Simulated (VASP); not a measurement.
# Zn (P6_3/mmc) in VASP: notebook

Zn is run at these levels: PBE; tasks: single point, relaxation of the atoms.

Program: VASP 6.6.1. These are calculated values, not measurements. Logs are shortened: lines on timing, memory, paths and dates and some standing lists are left out, and cuts for length are marked.

### Step 1. The cell of the first run

The structure is hexagonal, space group P6_3/mmc (No. 194). The conventional cell has a = 2.665 Å, b = 2.665 Å, c = 4.947 Å, α = 90.00°, β = 90.00°, γ = 120.00°. Within 3.5 Å of Zn (site symmetry -6m2) lie 12 Zn at 2.66 to 2.91 Å.

### Step 2. Single point, PBE

INCAR

```
SYSTEM = Zn
  ALGO = Normal
  EDIFF = 1E-6
  ENCUT = 520
  GGA = PE
  ISIF = 2
  ISMEAR = -1
  LASPH = .TRUE.
  LCHARG = .FALSE.
  LREAL = .FALSE.
  LWAVE = .FALSE.
  NBANDS = 19
  NELM = 80
  PREC = Accurate
  SIGMA = 0.05
```

KPOINTS

```
k-points
0
G
  14 14 7
  0 0 0
```

POSCAR

```
Zn
1.0
    2.6647980532      0.0000000000      0.0000000000
   -1.3323990266      2.3077828100      0.0000000000
    0.0000000000      0.0000000000      4.9467000000
Zn
2
Direct
    0.3333333333      0.6666666667      0.2500000000
    0.6666666667      0.3333333333      0.7500000000
```

Potentials or basis: VASP PAW PBE potentials, release 64 (Zn).

The run is started by

```
cat potpaw_PBE.64/Zn/POTCAR > POTCAR
mpirun -np 1 vasp_std > vasp.out
```

OUTCAR:

```text
SYSTEM = Zn
   EDIFF = 1E-6
   ENCUT = 520
   GGA = PE
   ISIF = 2
   ISMEAR = -1
   LASPH = .TRUE.
   LREAL = .FALSE.
   NELM = 80
   PREC = Accurate

 ion  position               nearest neighbor table
   1  0.333  0.667  0.250-   2 2.91   2 2.91   2 2.91   2 2.91   2 2.91   2 2.91
   2  0.667  0.333  0.750-   1 2.91   1 2.91   1 2.91   1 2.91   1 2.91   1 2.91

  LATTYP: Found a hexagonal cell.
 ALAT       =     2.6647980532
 C/A-ratio  =     1.8563132745

  Lattice vectors:

 A1 = (   2.6647980532,   0.0000000000,   0.0000000000)
 A2 = (  -1.3323990266,   2.3077828100,   0.0000000000)
 A3 = (   0.0000000000,   0.0000000000,   4.9467000000)

Analysis of symmetry for initial positions (statically):
=====================================================================
 Subroutine PRICEL returns:
 Original cell was already a primitive cell.

 Routine SETGRP: Setting up the symmetry group for a
 hexagonal supercell.

 Subroutine GETGRP returns: Found 24 space group operations
 (whereof 12 operations were pure point group operations)
 out of a pool of 24 trial point group operations.

The static configuration has the point symmetry D_3d.
 The point group associated with its full space group is D_6h.

Analysis of symmetry for dynamics (positions and initial velocities):
=====================================================================
 Subroutine PRICEL returns:
 Original cell was already a primitive cell.

 Routine SETGRP: Setting up the symmetry group for a
 hexagonal supercell.

 Subroutine GETGRP returns: Found 24 space group operations
 (whereof 12 operations were pure point group operations)
 out of a pool of 24 trial point group operations.

The dynamic configuration has the point symmetry D_3d.
 The point group associated with its full space group is D_6h.

 Subroutine INISYM returns: Found 24 space group operations
 (whereof 12 operations are pure point group operations),
 and found     1 'primitive' translations

----------------------------------------------------------------------------------------

                                     Primitive cell

  volume of cell :      30.4211

  direct lattice vectors                    reciprocal lattice vectors
     2.664798053  0.000000000  0.000000000     0.375262958  0.216658170  0.000000000
    -1.332399027  2.307782810  0.000000000     0.000000000  0.433316340  0.000000000
     0.000000000  0.000000000  4.946700000     0.000000000  0.000000000  0.202154972

  length of vectors
     2.664798053  2.664798053  4.946700000     0.433316340  0.433316340  0.202154972

  position of ions in fractional coordinates (direct lattice)
     0.333333333  0.666666667  0.250000000
     0.666666667  0.333333333  0.750000000

  ion indices of the primitive-cell ions
   primitive index   ion index
                 1           1
                 2           2

----------------------------------------------------------------------------------------

 KPOINTS: k-points

Automatic generation of k-mesh.
 Grid dimensions read from file:
 generate k-points for:   14   14    7

 Generating k-lattice:

  Cartesian coordinates                     Fractional coordinates (reciprocal lattice)
     0.026804497  0.015475584  0.000000000     0.071428571  0.000000000  0.000000000
     0.000000000  0.030951167  0.000000000     0.000000000  0.071428571  0.000000000
     0.000000000  0.000000000  0.028879282     0.000000000  0.000000000  0.142857143

  Length of vectors
     0.030951167  0.030951167  0.028879282

  Shift w.r.t. Gamma in fractional coordinates (k-lattice)
     0.000000000  0.000000000  0.000000000

 Subroutine IBZKPT returns following result:
 ===========================================

 Found     96 irreducible k-points:

 Following reciprocal coordinates:
            Coordinates               Weight
  0.000000  0.000000  0.000000      1.000000
  0.071429  0.000000  0.000000      6.000000
  0.142857  0.000000  0.000000      6.000000
  0.214286  0.000000  0.000000      6.000000
  0.285714 -0.000000  0.000000      6.000000
  0.357143 -0.000000  0.000000      6.000000
[... 16 lines left out ...]
  0.285714  0.285714  0.000000      6.000000
  0.357143  0.285714  0.000000      6.000000
 [... further k-points ...]
   k-points           NKPTS =     96   k-points in BZ     NKDIM =     96   number of bands    NBANDS=     19
   number of dos      NEDOS =    301   number of ions     NIONS =      2
   total plane-waves  NPLWV =  16000
   dimension x,y,z NGX =    20 NGY =   20 NGZ =   40
   dimension x,y,z NGXF=    40 NGYF=   40 NGZF=   80
   ions per type =               2
   NGX,Y,Z   is equivalent  to a cutoff of  12.48, 12.48, 13.44 a.u.
   NGXF,Y,Z  is equivalent  to a cutoff of  24.95, 24.95, 26.89 a.u.
 SYSTEM =  Zn
   PREC   = accura    normal or accurate (medium, high low for compatibility)
   ISTART =      0    job   : 0-new  1-cont  2-samecut
   ICHARG =      2    charge: 1-file 2-atom 10-const
   ISPIN  =      1    spin polarized calculation?
   LNONCOLLINEAR =      F non collinear calculations
   LSORBIT =      F    spin-orbit coupling
   LASPH  =      T    aspherical Exc in radial PAW
   ENCUT  =  520.0 eV  38.22 Ry    6.18 a.u.   4.95  4.95  9.20*2*pi/ulx,y,z
   NELM   =     80;   NELMIN=  2; NELMDL= -5     # of ELM steps
   EDIFF  = 0.1E-05   stopping-criterion for ELM
   LREAL  =      F    real-space projection
[... 7 lines left out ...]
   TEBEG  =    0.0;   TEEND  =   0.0 temperature during run
   PSTRESS=    0.0 pullay stress
   NELECT =      24.0000    total number of electrons
   NUPDOWN=      -1.0000    fix difference up-down
   EMIN   =  10.00;   EMAX   =-10.00  energy-range for DOS
   EFERMI =   0.00;   METHOD = LEGACY
   ISMEAR =    -1;   SIGMA  =   0.05  broadening in eV -4-tet -1-fermi 0-gaus
   EFERMI_NEDOS =   21; number of points for ismear=-14 and -15
   IALGO  =     38    algorithm
   IMIX   =      4    mixing-type and parameters
     AMIX     =   0.40;   BMIX     =  1.00
     AMIX_MAG =   1.60;   BMIX_MAG =  1.00
  volume/ion in A,a.u.               =      15.21       102.65
  Fermi-wavevector in a.u.,A,eV,Ry     =   1.512703  2.858594 31.133805  2.288270
  Thomas-Fermi vector in A             =   2.622592
   LORBIT       =      0    0 simple, 1 ext, 2 COOP (PROOUT), +10 PAW based schemes
   GGA     = PE    functional components
   LHFCALC =     F    Hartree Fock is set to
   AEXX    =    0.0000 exact exchange contribution
   IVDW    =     0    specifies the selected vdW correction
   LEPSILON=     F    determine dielectric tensor
   LRPA    =     F    only Hartree local field effects (RPA)
 non-spin polarized calculation
  energy-cutoff  :      520.00
  volume of cell :       30.42
 maximum number of plane-waves:       841
 NGX is ok and might be reduce to    20
   NGX =  9   NGY =  9   NGZ = 19

 number of electron      24.0000012 magnetization

 Free energy of the ion-electron system (eV)
  ---------------------------------------------------
  ext. energy  EPLUGINS =         0.00000000
  ---------------------------------------------------
  free energy    TOTEN  =        -2.20831650 eV

  energy without entropy =       -2.20382069  energy(sigma->0) =       -2.20606860

 E-fermi :   3.0848     XC(G=0): -11.5522

 val. band max:        3.0732798151   @ k =   0.2143   0.0000   0.1429
 cond. band min:       3.0942028602   @ k =   0.2143   0.2143   0.0000
 fundamental gap:      0.0209230451
 Fermi energy:         3.0847720723

 k-point     1 :       0.0000    0.0000    0.0000
  band No.  band energies     occupation
      1      -7.2898      2.00000
      2      -5.4965      2.00000
      3      -4.8020      2.00000
      4      -4.5727      2.00000
      5      -4.5727      2.00000
      6      -4.5228      2.00000
[... 11 lines left out ...]
     18      22.1823      0.00000
     19      22.1827      0.00000

 k-point     2 :       0.0714    0.0000    0.0000
  band No.  band energies     occupation
      1      -7.1385      2.00000
      2      -5.4314      2.00000
      3      -4.7870      2.00000
      4      -4.5871      2.00000
      5      -4.5387      2.00000
      6      -4.5373      2.00000
[... 11 lines left out ...]
     18      21.1661      0.00000
     19      23.3051      0.00000

 k-point     3 :       0.1429    0.0000    0.0000
  band No.  band energies     occupation
      1      -6.6952      2.00000
      2      -5.2669      2.00000
      3      -4.7604      2.00000
      4      -4.6168      2.00000
      5      -4.5519      2.00000
      6      -4.4368      2.00000
[... 11 lines left out ...]
     18      19.9309      0.00000
     19      21.3614      0.00000

 k-point     4 :       0.2143    0.0000    0.0000
  band No.  band energies     occupation
      1      -6.0182      2.00000
      2      -5.1181      2.00000
      3      -4.7236      2.00000
      4      -4.6427      2.00000
      5      -4.5842      2.00000
      6      -4.4429      2.00000
[... 11 lines left out ...]
     18      18.8683      0.00000
     19      19.1109      0.00000

 k-point     5 :       0.2857   -0.0000    0.0000
  band No.  band energies     occupation
      1      -5.3986      2.00000
      2      -5.1163      2.00000
      3      -4.7891      2.00000
      4      -4.6319      2.00000
      5      -4.5007      2.00000
      6      -4.4192      2.00000
[... 11 lines left out ...]
     18      18.2169      0.00000
     19      19.7343      0.00000
[... 334 lines left out ...]
      2      -4.9424      2.00000
      3      -4.8586      2.00000
      4      -4.5996      2.00000
      5      -4.5108      2.00000
      6      -4.4534      2.00000
[... 11 lines left out ...]
     18      12.9018      0.00000
     19      14.4105      0.00000

 k-point    22 :       0.3571    0.2143    0.0000
  band No.  band energies     occupation
      1      -4.9834      2.00000
      2      -4.9663      2.00000
      3      -4.8726      2.00000
      4      -4.5820      2.00000
      5      -4.5242      2.00000
      6      -4.4311      2.00000
[... 11 lines left out ...]
     18      12.5884      0.00000
     19      14.0766      0.00000

 k-point    23 :       0.2857    0.2857    0.0000
  band No.  band energies     occupation
      1      -4.9378      2.00000
      2      -4.8467      2.00000
      3      -4.7884      2.00000
      4      -4.6085      2.00000
      5      -4.5466      2.00000
      6      -4.5194      2.00000
[... 11 lines left out ...]
     18      10.9525      0.00000
     19      12.7380      0.00000

 k-point    24 :       0.3571    0.2857    0.0000
  band No.  band energies     occupation
      1      -4.9319      2.00000
      2      -4.8129      2.00000
      3      -4.7527      2.00000
      4      -4.5861      2.00000
      5      -4.5840      2.00000
      6      -4.5731      2.00000
[... 11 lines left out ...]
     18      10.3338      0.00000
     19      12.2857      0.00000

 [... further k-points ...]

------------------------ aborting loop because EDIFF is reached ----------------------------------------

  FORCE on cell =-STRESS in cart. coord.  units (eV):
  Direction    XX          YY          ZZ          XY          YZ          ZX
  --------------------------------------------------------------------------------------
  -------------------------------------------------------------------------------------
  Total        0.0849022      0.0849022     -0.1754249      0.0000000     -0.0000000      0.0000000
  in kB        4.4715160      4.4715160     -9.2390413      0.0000000     -0.0000000      0.0000000
  external PRESSURE =      -0.0986697 kB  Pullay stress =       0.0000000 kB

 VOLUME and BASIS-vectors are now :
 -----------------------------------------------------------------------------
  energy-cutoff  :      520.00
  volume of cell :       30.42
      direct lattice vectors                 reciprocal lattice vectors
     2.664798053  0.000000000  0.000000000     0.375262958  0.216658170  0.000000000
    -1.332399027  2.307782810  0.000000000     0.000000000  0.433316340  0.000000000
     0.000000000  0.000000000  4.946700000     0.000000000  0.000000000  0.202154972

 POSITION                                       TOTAL-FORCE (eV/Angst)
 -----------------------------------------------------------------------------------
     -0.00000      1.53852      1.23667         0.000000      0.000000      0.000000
      1.33240      0.76926      3.71002        -0.000000     -0.000000      0.000000
 -----------------------------------------------------------------------------------
    total drift:                               -0.000000      0.000000      0.000000

  FREE ENERGIE OF THE ION-ELECTRON SYSTEM (eV)
  ---------------------------------------------------
  free  energy   TOTEN  =        -2.2083165050 eV

  energy  without entropy=       -2.2038206865  energy(sigma->0) =       -2.20606860
```

It took 37 s on 1 thread of Intel Xeon 8259CL, shared host; peak memory 0.17 GiB.

Results:

```
Free energy            : -2.2083 eV
Pressure               : 0.0 GPa
Band gap on the k mesh : zero (bands 12 and 13 overlap by 4.44 eV)
```

### Step 3. Relaxation of the atoms, PBE

INCAR

```
SYSTEM = Zn
PREC = Accurate ; ENCUT = 520
EDIFF = 1E-6 ; ISMEAR = -1
SIGMA = 0.05 ; LREAL = .False.
LASPH = .True. ; NELM = 100
ALGO = Normal ; ISIF = 2
LWAVE = .False. ; LCHARG = .False.
GGA = PE ; IBRION = 2
NSW = 80 ; EDIFFG = -0.02
```

KPOINTS

```
Automatic mesh
0
Gamma
  14 14 7
  0 0 0
```

POSCAR is that of step 2.

Potentials or basis: VASP PAW PBE potentials, release 64 (Zn).

The run is started by

```
cat potpaw_PBE.64/Zn/POTCAR > POTCAR
mpirun -np 1 vasp_std > vasp.out
```

OUTCAR:

```text
SYSTEM = Zn
   PREC = Accurate
   ENCUT = 520
   EDIFF = 1E-6
   ISMEAR = -1
   LREAL = .False.
   LASPH = .True.
   NELM = 100
   ISIF = 2
   GGA = PE
   IBRION = 2
   NSW = 80
   EDIFFG = -0.02

 ion  position               nearest neighbor table
   1  0.333  0.667  0.250-   2 2.91   2 2.91   2 2.91   2 2.91   2 2.91   2 2.91
   2  0.667  0.333  0.750-   1 2.91   1 2.91   1 2.91   1 2.91   1 2.91   1 2.91

  LATTYP: Found a hexagonal cell.
 ALAT       =     2.6647980532
 C/A-ratio  =     1.8563132745

  Lattice vectors:

 A1 = (   2.6647980532,   0.0000000000,   0.0000000000)
 A2 = (  -1.3323990266,   2.3077828100,   0.0000000000)
 A3 = (   0.0000000000,   0.0000000000,   4.9467000000)

Analysis of symmetry for initial positions (statically):
=====================================================================
 Subroutine PRICEL returns:
 Original cell was already a primitive cell.

 Routine SETGRP: Setting up the symmetry group for a
 hexagonal supercell.

 Subroutine GETGRP returns: Found 24 space group operations
 (whereof 12 operations were pure point group operations)
 out of a pool of 24 trial point group operations.

[... 166 lines left out ...]

 val. band max:        3.0732755596   @ k =   0.2143   0.0000   0.1429
 cond. band min:       3.0942007270   @ k =   0.2143   0.2143   0.0000
 fundamental gap:      0.0209251674
 Fermi energy:         3.0847688274

 k-point     1 :       0.0000    0.0000    0.0000
  band No.  band energies     occupation
      1      -7.2898      2.00000
      2      -5.4965      2.00000
      3      -4.8021      2.00000
      4      -4.5728      2.00000
      5      -4.5728      2.00000
      6      -4.5229      2.00000
[... 433 lines left out ...]
      3      -4.7528      2.00000
      4      -4.5861      2.00000
      5      -4.5841      2.00000
      6      -4.5732      2.00000
[... 8 lines left out ...]
     15       8.6414      0.00000
     16       8.6478      0.00000

 [... further k-points ...]

------------------------ aborting loop because EDIFF is reached ----------------------------------------

  FORCE on cell =-STRESS in cart. coord.  units (eV):
  Direction    XX          YY          ZZ          XY          YZ          ZX
  --------------------------------------------------------------------------------------
  -------------------------------------------------------------------------------------
  Total        0.0865980      0.0865980     -0.1737618     -0.0000000      0.0000000      0.0000000
  in kB        4.5608278      4.5608278     -9.1514533     -0.0000000      0.0000000      0.0000000
  external PRESSURE =      -0.0099326 kB  Pullay stress =       0.0000000 kB

 VOLUME and BASIS-vectors are now :
 -----------------------------------------------------------------------------
  energy-cutoff  :      520.00
  volume of cell :       30.42
      direct lattice vectors                 reciprocal lattice vectors
     2.664798053  0.000000000  0.000000000     0.375262958  0.216658170  0.000000000
    -1.332399027  2.307782810  0.000000000     0.000000000  0.433316340  0.000000000
     0.000000000  0.000000000  4.946700000     0.000000000  0.000000000  0.202154972

 POSITION                                       TOTAL-FORCE (eV/Angst)
 -----------------------------------------------------------------------------------
     -0.00000      1.53852      1.23667         0.000000      0.000000      0.000000
      1.33240      0.76926      3.71002        -0.000000     -0.000000     -0.000000
 -----------------------------------------------------------------------------------
    total drift:                               -0.000000      0.000000      0.000000

  FREE ENERGIE OF THE ION-ELECTRON SYSTEM (eV)
  ---------------------------------------------------
  free  energy   TOTEN  =        -2.2083165113 eV

  energy  without entropy=       -2.2038207019  energy(sigma->0) =       -2.20606861

 reached required accuracy - stopping structural energy minimisation
```

It took 35 s on 1 thread of Intel Xeon 8259CL, shared host; peak memory 0.17 GiB.

What came out:

```yaml
Free_energy: -2.2083 eV
Pressure_after_relaxing: 0.0 GPa
Band_gap_on_the_k_mesh: zero (bands 12 and 13 overlap by 4.44 eV)
```

Stress tensor (GPa, compression positive):
```
 0.46  0.00  0.00
 0.00  0.46  0.00
 0.00  0.00 -0.92
```

Final structure:
```
Zn
1.0
     2.66480    0.00000    0.00000
    -1.33240    2.30778    0.00000
     0.00000    0.00000    4.94670
Zn
2
Cartesian
  0.0000 1.5385 1.2367
  1.3324 0.7693 3.7100
```

Levels at points of the mesh, in eV from the Fermi level:
```csv
k point,band 10,band 11,band 12,band 13,band 14,band 15
"(0.00, 0.00, 0.00)",-7.07,-7.07,-3.61,-3.01,13.65,17.28
"(0.50, 0.00, 0.00)",-6.88,-2.81,-2.14,2.65,3.57,4.11
```

Caveat: the relaxation stopped at its first step, so nothing moved.
